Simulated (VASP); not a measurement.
Write the native input for VASP 6.6.1 that does the following.

- Task: single point
- Functional: PBEsol
- Potentials or basis: VASP PAW PBE potentials, release 64 (Si, O)
- Cutoff: 520 eV
- k mesh: 2 × 2 × 2
- Occupations: gaussian, width 0.05 eV
- Spin: collinear spin, zero start
- Starting moments: [0.0, 0.0, 0.0, 0.0, 0.0, 0.0, 0.0, 0.0, 0.0, 0.0, 0.0, 0.0, 0.0, 0.0, 0.0, 0.0, 0.0] μB
- Dipole correction: no
- Further INCAR settings: LREAL = Auto; ALGO = Normal; EDIFF = 1e-06; NBANDS = 53

The structure of Si16O (a cell with a defect) lies in POSCAR:

```
Si16O
1.0
    0.0000000000      5.4300000000      5.4300000000
    5.4300000000      0.0000000000      5.4300000000
    5.4300000000      5.4300000000      0.0000000000
Si O
16 1
Direct
   -0.0044200737      0.0041405157      0.0008845304
    0.1077075506      0.1289106814      0.1383972376
   -0.0126080110     -0.0003835175      0.5140916206
    0.1261110497      0.1230375691      0.6263613260
    0.0129209024      0.5046547882     -0.0196577348
    0.1342778085      0.6301741252      0.1071050645
    0.0150662983      0.4970690608      0.4824837937
    0.1331728361      0.6267518416      0.6104656538
    0.4802656538     -0.0290838858      0.0597965930
    0.6207149171      0.1311357274      0.1305596685
    0.5009640884      0.0006742173      0.5062966851
    0.6143267956      0.0810941989      0.6867122468
    0.5074747698      0.5064758748     -0.0455593002
    0.6453450276      0.6165140884      0.0769912523
    0.4967037753      0.4530474217      0.5445997238
    0.6406896869      0.6291795580      0.5834047882
    0.6028155617      0.4208133517      0.3097476059
```

One way to write it, as run:

INCAR

```
SYSTEM = Si16O
ALGO = Normal ; EDIFF = 1E-6
ENCUT = 520 ; GGA = PS
ISIF = 2 ; ISMEAR = 0
ISPIN = 2 ; LASPH = .TRUE.
LCHARG = .FALSE. ; LORBIT = 11
LREAL = Auto ; LWAVE = .FALSE.
MAGMOM = 0 0 0 0 0 0 0 0 0 0 0 0 0 0 0 0 0 ; NBANDS = 53
NELM = 150 ; PREC = Accurate
SIGMA = 0.05
```

KPOINTS

```
k-points
0
G
  2 2 2
  0 0 0
```

Potentials or basis: VASP PAW PBE potentials, release 64 (Si, O).

Command:

```sh
$ cat potpaw_PBE.64/Si/POTCAR potpaw_PBE.64/O/POTCAR > POTCAR
$ mpirun -np 1 vasp_std > vasp.out
```

It gave:

```
Pressure                                              : 2.4 GPa
Largest force                                         : 0.076 eV/Å
Band gap on the k mesh                                : 0.40 eV
Net moment                                            : 0.00 μB per cell
Valence electrons inside the program's atomic spheres : Si 1.70, 1.68, 1.69, 1.72, 1.71; O 5.15
```

Caveat: the k points lie up to 0.50 Å⁻¹ apart; the PAW data sets were made with another functional, which shifts forces and pressure a little.

Wall time 6.1 min on 1 thread of Intel(R) Xeon(R) Platinum 8488C (Sapphire Rapids), on a shared host, peak memory 0.71 GiB.
